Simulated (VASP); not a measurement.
A run of VASP 6.6.1:

Contents of INCAR:

```
SYSTEM = BaS
PREC = Accurate
ENCUT = 520
EDIFF = 1E-6
ISMEAR = 0
SIGMA = 0.01
LREAL = .FALSE.
LASPH = .TRUE.
NELM = 100
ALGO = Normal
ISIF = 2
LWAVE = .FALSE.
LCHARG = .FALSE.
GGA = PE
NBANDS = 15
```

The input KPOINTS:

```
regular mesh
0
G
  4 4 4
  0 0 0
```

The input POSCAR:

```
BaS
1.0
    3.8337582644      0.0000000000      0.0000000000
    0.0000000000      3.8337582644      0.0000000000
    0.0000000000      0.0000000000      3.8337582644
Ba S
1 1
Direct
    0.0000000000      0.0000000000      0.0000000000
    0.5000000000      0.5000000000      0.5000000000
```

Potentials or basis: VASP PAW PBE potentials, release 64 (Ba_sv, S).

The run is started by

```console
$ cat potpaw_PBE.64/Ba_sv/POTCAR potpaw_PBE.64/S/POTCAR > POTCAR
$ mpirun -np 1 vasp_std > vasp.out
```

Hardware: 1 thread of Intel(R) Xeon(R) 6975P-C (Granite Rapids) (shared host).

Q: Estimate the wall time of this run.

A: Wall time 4.7 s on 1 thread of Intel(R) Xeon(R) 6975P-C (Granite Rapids) (shared host), peak memory 0.16 GiB. Counts: scf iterations 14, k points 10.
